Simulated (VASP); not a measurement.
# SnGe3Te4 (Pm-3m) in VASP: further runs

Runs on SnGe3Te4. Level: PBE. Tasks: single point.

All numbers are computed with VASP 6.6.1; they aren't measurements. Logs are shortened: lines on timing, memory, paths and dates and some standing lists are left out, and cuts for length are marked.

## 1. The cell of the first run

The structure is cubic, space group Pm-3m (No. 221). The conventional cell has a = 6.127 Å, b = 6.127 Å, c = 6.127 Å, α = 90.00°, β = 90.00°, γ = 90.00°. Within 4.0 Å of Sn (site symmetry m-3m) lie 6 Te at 3.06 Å. Ge (site symmetry 4/mmm) has 6 Te at 3.06 Å within 4.0 Å. Within 4.0 Å of Te (site symmetry 4/mmm) lie 2 Sn at 3.06 Å and 4 Ge at 3.06 Å. Within 4.0 Å of Te (site symmetry m-3m) lie 6 Ge at 3.06 Å.

## 2. Single point, PBE

INCAR

```
PREC = Accurate
ENCUT = 520
EDIFF = 1E-6
ISMEAR = 0
SIGMA = 0.1
LREAL = False
LASPH = True
NELM = 60
ALGO = Normal
ISIF = 2
LWAVE = False
LCHARG = False
GGA = PE
NBANDS = 50
```

KPOINTS

```
regular mesh
0
Gamma
  4 4 4
```

POSCAR

```
SnGe3Te4
1.0
    6.1271186000      0.0000000000      0.0000000000
    0.0000000000      6.1271186000      0.0000000000
    0.0000000000      0.0000000000      6.1271186000
Sn Ge Te
1 3 4
Direct
    0.0000000000      0.0000000000      0.0000000000
    0.5000000000      0.0000000000      0.5000000000
    0.5000000000      0.5000000000      0.0000000000
    0.0000000000      0.5000000000      0.5000000000
    0.0000000000      0.5000000000      0.0000000000
    0.5000000000      0.5000000000      0.5000000000
    0.0000000000      0.0000000000      0.5000000000
    0.5000000000      0.0000000000      0.0000000000
```

Potentials or basis: VASP PAW PBE potentials, release 64 (Sn_d, Ge_d, Te).

Started as:

```bash
> cat potpaw_PBE.64/Sn_d/POTCAR potpaw_PBE.64/Ge_d/POTCAR potpaw_PBE.64/Te/POTCAR > POTCAR
> mpirun -np 1 vasp_std > vasp.out
```

OUTCAR:

```text
PREC = Accurate
   ENCUT = 520
   EDIFF = 1E-6
   ISMEAR = 0
   LREAL = False
   LASPH = True
   NELM = 60
   ISIF = 2
   GGA = PE

 ion  position               nearest neighbor table
   1  0.000  0.000  0.000-   5 3.06   7 3.06   8 3.06   7 3.06   5 3.06   8 3.06
   2  0.500  0.000  0.500-   6 3.06   7 3.06   8 3.06   8 3.06   6 3.06   7 3.06
   3  0.500  0.500  0.000-   5 3.06   6 3.06   8 3.06   6 3.06   8 3.06   5 3.06
   4  0.000  0.500  0.500-   5 3.06   6 3.06   7 3.06   5 3.06   7 3.06   6 3.06
   5  0.000  0.500  0.000-   1 3.06   3 3.06   4 3.06   4 3.06   1 3.06   3 3.06
   6  0.500  0.500  0.500-   2 3.06   3 3.06   4 3.06   3 3.06   2 3.06   4 3.06
   7  0.000  0.000  0.500-   1 3.06   2 3.06   4 3.06   1 3.06   4 3.06   2 3.06
   8  0.500  0.000  0.000-   1 3.06   2 3.06   3 3.06   2 3.06   3 3.06   1 3.06

  LATTYP: Found a simple cubic cell.
 ALAT       =     6.1271186000

  Lattice vectors:

 A1 = (   6.1271186000,   0.0000000000,   0.0000000000)
 A2 = (   0.0000000000,   6.1271186000,   0.0000000000)
 A3 = (   0.0000000000,   0.0000000000,   6.1271186000)

Analysis of symmetry for initial positions (statically):
=====================================================================
 Subroutine PRICEL returns:
 Original cell was already a primitive cell.

 Routine SETGRP: Setting up the symmetry group for a
 simple cubic supercell.

 Subroutine GETGRP returns: Found 48 space group operations
 (whereof 48 operations were pure point group operations)
 out of a pool of 48 trial point group operations.

The static configuration has the point symmetry O_h .

Analysis of symmetry for dynamics (positions and initial velocities):
=====================================================================
 Subroutine PRICEL returns:
 Original cell was already a primitive cell.

 Routine SETGRP: Setting up the symmetry group for a
 simple cubic supercell.

 Subroutine GETGRP returns: Found 48 space group operations
 (whereof 48 operations were pure point group operations)
 out of a pool of 48 trial point group operations.

The dynamic configuration has the point symmetry O_h .

 Subroutine INISYM returns: Found 48 space group operations
 (whereof 48 operations are pure point group operations),
 and found     1 'primitive' translations

----------------------------------------------------------------------------------------

                                     Primitive cell

  volume of cell :     230.0217

  direct lattice vectors                    reciprocal lattice vectors
     6.127118600  0.000000000  0.000000000     0.163208853  0.000000000  0.000000000
     0.000000000  6.127118600  0.000000000     0.000000000  0.163208853  0.000000000
     0.000000000  0.000000000  6.127118600     0.000000000  0.000000000  0.163208853

  length of vectors
     6.127118600  6.127118600  6.127118600     0.163208853  0.163208853  0.163208853

  position of ions in fractional coordinates (direct lattice)
     0.000000000  0.000000000  0.000000000
     0.500000000  0.000000000  0.500000000
     0.500000000  0.500000000  0.000000000
     0.000000000  0.500000000  0.500000000
     0.000000000  0.500000000  0.000000000
     0.500000000  0.500000000  0.500000000
     0.000000000  0.000000000  0.500000000
     0.500000000  0.000000000  0.000000000

  ion indices of the primitive-cell ions
   primitive index   ion index
                 1           1
                 2           2
                 3           3
                 4           4
                 5           5
                 6           6
                 7           7
                 8           8

----------------------------------------------------------------------------------------

 KPOINTS: regular mesh

Automatic generation of k-mesh.
 Grid dimensions read from file:
 generate k-points for:    4    4    4

 Generating k-lattice:

  Cartesian coordinates                     Fractional coordinates (reciprocal lattice)
     0.040802213  0.000000000  0.000000000     0.250000000  0.000000000  0.000000000
     0.000000000  0.040802213  0.000000000     0.000000000  0.250000000  0.000000000
     0.000000000  0.000000000  0.040802213     0.000000000  0.000000000  0.250000000

  Length of vectors
     0.040802213  0.040802213  0.040802213

  Shift w.r.t. Gamma in fractional coordinates (k-lattice)
     0.000000000  0.000000000  0.000000000

 Subroutine IBZKPT returns following result:
 ===========================================

 Found     10 irreducible k-points:

 Following reciprocal coordinates:
            Coordinates               Weight
  0.000000  0.000000  0.000000      1.000000
  0.250000  0.000000  0.000000      6.000000
  0.500000  0.000000  0.000000      3.000000
  0.250000  0.250000  0.000000     12.000000
  0.500000  0.250000  0.000000     12.000000
  0.500000  0.500000  0.000000      3.000000
  0.250000  0.250000  0.250000      8.000000
  0.500000  0.250000  0.250000     12.000000
  0.500000  0.500000  0.250000      6.000000
  0.500000  0.500000  0.500000      1.000000
   k-points           NKPTS =     10   k-points in BZ     NKDIM =     10   number of bands    NBANDS=     50
   number of dos      NEDOS =    301   number of ions     NIONS =      8
   total plane-waves  NPLWV = 110592
   dimension x,y,z NGX =    48 NGY =   48 NGZ =   48
   dimension x,y,z NGXF=    96 NGYF=   96 NGZF=   96
   ions per type =               1   3   4
   NGX,Y,Z   is equivalent  to a cutoff of  13.02, 13.02, 13.02 a.u.
   NGXF,Y,Z  is equivalent  to a cutoff of  26.05, 26.05, 26.05 a.u.
 SYSTEM =  unknown system
   PREC   = accura    normal or accurate (medium, high low for compatibility)
   ISTART =      0    job   : 0-new  1-cont  2-samecut
   ICHARG =      2    charge: 1-file 2-atom 10-const
   ISPIN  =      1    spin polarized calculation?
   LNONCOLLINEAR =      F non collinear calculations
   LSORBIT =      F    spin-orbit coupling
   LASPH  =      T    aspherical Exc in radial PAW
   ENCUT  =  520.0 eV  38.22 Ry    6.18 a.u.  11.39 11.39 11.39*2*pi/ulx,y,z
   NELM   =     60;   NELMIN=  2; NELMDL= -5     # of ELM steps
   EDIFF  = 0.1E-05   stopping-criterion for ELM
   LREAL  =      F    real-space projection
   EDIFFG = 0.1E-04   stopping-criterion for IOM
   NSW    =      0    number of steps for IOM
   IBRION =     -1    ionic relax: 0-MD 1-quasi-New 2-CG
   NFREE  =      0    steps in history (QN), initial steepest desc. (CG)
   ISIF   =      2    stress and relaxation
   ISYM   =      2    0-nonsym 1-usesym 2-fastsym
   POTIM  = 0.5000    time-step for ionic-motion
   TEBEG  =    0.0;   TEEND  =   0.0 temperature during run
   PSTRESS=    0.0 pullay stress
   NELECT =      80.0000    total number of electrons
   NUPDOWN=      -1.0000    fix difference up-down
   EMIN   =  10.00;   EMAX   =-10.00  energy-range for DOS
   EFERMI =   0.00;   METHOD = LEGACY
   ISMEAR =     0;   SIGMA  =   0.10  broadening in eV -4-tet -1-fermi 0-gaus
   EFERMI_NEDOS =   21; number of points for ismear=-14 and -15
   IALGO  =     38    algorithm
   IMIX   =      4    mixing-type and parameters
     AMIX     =   0.40;   BMIX     =  1.00
     AMIX_MAG =   1.60;   BMIX_MAG =  1.00
  volume/ion in A,a.u.               =      28.75       194.03
  Fermi-wavevector in a.u.,A,eV,Ry     =   1.151282  2.175608 18.033859  1.325451
  Thomas-Fermi vector in A             =   2.287941
   LORBIT       =      0    0 simple, 1 ext, 2 COOP (PROOUT), +10 PAW based schemes
   GGA     = PE    functional components
   LHFCALC =     F    Hartree Fock is set to
   AEXX    =    0.0000 exact exchange contribution
   IVDW    =     0    specifies the selected vdW correction
   LEPSILON=     F    determine dielectric tensor
   LRPA    =     F    only Hartree local field effects (RPA)
 non-spin polarized calculation
 Gauss-broadening in eV      SIGMA  =   0.10
  energy-cutoff  :      520.00
  volume of cell :      230.02
 maximum number of plane-waves:      6217
 NGX is ok and might be reduce to    48
   NGX = 23   NGY = 23   NGZ = 23

 number of electron      79.9999988 magnetization

 Free energy of the ion-electron system (eV)
  ---------------------------------------------------
  ext. energy  EPLUGINS =         0.00000000
  ---------------------------------------------------
  free energy    TOTEN  =       -30.79466473 eV

  energy without entropy =      -30.79126744  energy(sigma->0) =      -30.79296608

 E-fermi :   6.1621     XC(G=0):  -9.6110

 val. band max:        5.6497290504   @ k =   0.5000   0.5000   0.2500
 cond. band min:       6.2160199668   @ k =   0.5000   0.5000   0.5000
 fundamental gap:      0.5662909164
 Fermi energy:         6.1620803096

 k-point     1 :       0.0000    0.0000    0.0000
  band No.  band energies     occupation
      1     -19.0774      2.00000
      2     -19.0740      2.00000
      3     -19.0740      2.00000
      4     -19.0731      2.00000
      5     -19.0731      2.00000
      6     -19.0710      2.00000
[... 42 lines left out ...]
     49      10.8311      0.00000
     50      11.2598      0.00000

 k-point     2 :       0.2500    0.0000    0.0000
  band No.  band energies     occupation
      1     -19.0769      2.00000
      2     -19.0742      2.00000
      3     -19.0738      2.00000
      4     -19.0734      2.00000
      5     -19.0730      2.00000
      6     -19.0710      2.00000
[... 42 lines left out ...]
     49      10.4687      0.00000
     50      10.6402      0.00000

 k-point     3 :       0.5000    0.0000    0.0000
  band No.  band energies     occupation
      1     -19.0761      2.00000
      2     -19.0748      2.00000
      3     -19.0736      2.00000
      4     -19.0735      2.00000
      5     -19.0726      2.00000
      6     -19.0715      2.00000
[... 360 lines left out ...]
     49       8.5814      0.00000
     50       8.5865      0.00000

 k-point    10 :       0.5000    0.5000    0.5000
  band No.  band energies     occupation
      1     -19.0748      2.00000
      2     -19.0748      2.00000
      3     -19.0748      2.00000
      4     -19.0729      2.00000
      5     -19.0729      2.00000
      6     -19.0729      2.00000
[... 42 lines left out ...]
     49       6.6727      0.00000
     50       6.6727      0.00000

------------------------ aborting loop because EDIFF is reached ----------------------------------------

  FORCE on cell =-STRESS in cart. coord.  units (eV):
  Direction    XX          YY          ZZ          XY          YZ          ZX
  --------------------------------------------------------------------------------------
  -------------------------------------------------------------------------------------
  Total       -0.2954409     -0.2954409     -0.2954409      0.0000000      0.0000000     -0.0000000
  in kB       -2.0578436     -2.0578436     -2.0578436      0.0000000      0.0000000     -0.0000000
  external PRESSURE =      -2.0578436 kB  Pullay stress =       0.0000000 kB

 VOLUME and BASIS-vectors are now :
 -----------------------------------------------------------------------------
  energy-cutoff  :      520.00
  volume of cell :      230.02
      direct lattice vectors                 reciprocal lattice vectors
     6.127118600  0.000000000  0.000000000     0.163208853  0.000000000  0.000000000
     0.000000000  6.127118600  0.000000000     0.000000000  0.163208853  0.000000000
     0.000000000  0.000000000  6.127118600     0.000000000  0.000000000  0.163208853

 POSITION                                       TOTAL-FORCE (eV/Angst)
 -----------------------------------------------------------------------------------
      0.00000      0.00000      0.00000         0.000000      0.000000      0.000000
      3.06356      0.00000      3.06356         0.000000      0.000000      0.000000
      3.06356      3.06356      0.00000         0.000000      0.000000      0.000000
      0.00000      3.06356      3.06356         0.000000      0.000000      0.000000
      0.00000      3.06356      0.00000         0.000000      0.000000      0.000000
      3.06356      3.06356      3.06356         0.000000      0.000000      0.000000
      0.00000      0.00000      3.06356         0.000000      0.000000      0.000000
      3.06356      0.00000      0.00000         0.000000      0.000000      0.000000
 -----------------------------------------------------------------------------------
    total drift:                                0.000000      0.000000     -0.000000

  FREE ENERGIE OF THE ION-ELECTRON SYSTEM (eV)
  ---------------------------------------------------
  free  energy   TOTEN  =       -30.7946647257 eV

  energy  without entropy=      -30.7912674360  energy(sigma->0) =      -30.79296608
```

Run time: 97 s. Hardware: 1 thread of Intel Xeon 6975P-C (Granite Rapids), shared host; peak memory 0.37 GiB.

Results:

| Item | Value |
| --- | --- |
| Free energy | -30.7947 eV |
| Pressure | -0.2 GPa |
| Band gap on the k mesh | zero (filled and empty bands touch) |

Levels at points of the mesh, in eV from the Fermi level:
| k point | band 37 | band 38 | band 39 | band 40 | band 41 | band 42 | band 43 | band 44 |
| --- | --- | --- | --- | --- | --- | --- | --- | --- |
| (0.00, 0.00, 0.00) | -3.65 | -1.94 | -1.94 | -1.94 | 2.41 | 2.41 | 2.41 | 3.19 |
| (0.50, 0.00, 0.00) | -2.20 | -2.04 | -0.84 | -0.57 | 0.58 | 0.82 | 2.00 | 2.26 |
| (0.50, 0.50, 0.00) | -1.29 | -1.26 | -1.26 | -0.76 | 0.64 | 0.67 | 0.81 | 0.81 |
| (0.50, 0.50, 0.50) | -0.51 | -0.51 | -0.51 | 0.05 | 0.05 | 0.05 | 0.09 | 0.09 |

Caveat: spin-orbit coupling is left out, which moves the levels of the heavy elements.

## 3. Single point, PBE

INCAR

```
PREC = Accurate ; ENCUT = 520
EDIFF = 1E-6 ; ISMEAR = 0
SIGMA = 0.2 ; LREAL = F
LASPH = T ; NELM = 80
ALGO = Normal ; ISIF = 2
LWAVE = F ; LCHARG = T
GGA = PE ; LELF = T
LVHAR = T ; NBANDS = 50
```

KPOINTS

```
Automatic mesh
0
Gamma
  4 4 4
```

POSCAR is that of step 2.

Potentials or basis: VASP PAW PBE potentials, release 64 (Sn_d, Ge_d, Te).

Started as:

```bash
> cat potpaw_PBE.64/Sn_d/POTCAR potpaw_PBE.64/Ge_d/POTCAR potpaw_PBE.64/Te/POTCAR > POTCAR
> mpirun -np 1 vasp_std > vasp.out
```

Wall time 1.8 min (1 thread of Intel Xeon 6975P-C (Granite Rapids), shared host); peak memory 0.37 GiB.

Results (log left out):

```
Free energy            : -30.7983 eV
Pressure               : -0.2 GPa
Band gap on the k mesh : zero (filled and empty bands touch)
```

Levels at points of the mesh, in eV from the Fermi level:
```
           k point  band 37  band 38  band 39  band 40  band 41  band 42  band 43  band 44
(0.00, 0.00, 0.00)    -3.57    -1.85    -1.85    -1.85     2.49     2.49     2.49     3.28
(0.50, 0.00, 0.00)    -2.12    -1.95    -0.76    -0.49     0.66     0.91     2.08     2.34
(0.50, 0.50, 0.00)    -1.21    -1.17    -1.17    -0.68     0.72     0.75     0.89     0.89
(0.50, 0.50, 0.50)    -0.43    -0.43    -0.43     0.14     0.14     0.14     0.18     0.18
```

Caveat: spin-orbit coupling is left out, which moves the levels of the heavy elements.
